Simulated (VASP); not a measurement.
Crystal: Ti.

```
Ti
1.0
     2.95000    0.00000    0.00000
    -1.47500    2.55477    0.00000
     0.00000    0.00000    4.73286
Ti
2
Direct
  0.33333 0.66667 0.25000
  0.66667 0.33333 0.75000
```

This cell differs from its parent crystal: zz strain of +1 %.

Base run:

| Quantity | Value |
| --- | --- |
| Program | VASP 6.6.1 |
| Functional | PBE |
| Potentials or basis | VASP PAW PBE potentials, release 64 (Ti_sv) |
| Cutoff | 400 eV |
| k mesh | 13 × 13 × 7 |
| Occupations | fermi-dirac, width 0.08 eV |
| Spin | no spin polarisation |

Its results: band gap on the k mesh zero (bands 12 and 13 overlap by 1.08 eV); pressure -3.6 GPa.

Problem. The run is repeated on the same cell with these changes: cutoff from 400 eV to 520 eV; further incar settings from ALGO = Normal; EDIFF = 1e-08; NBANDS = 19 to ALGO = Normal; EDIFF = 1e-07; NBANDS = 19. What comes out?

Solution. Band gap on the k mesh zero (bands 12 and 13 overlap by 1.08 eV); pressure -2.9 GPa.

Caveats: the cell stands under tension (at least some runs).
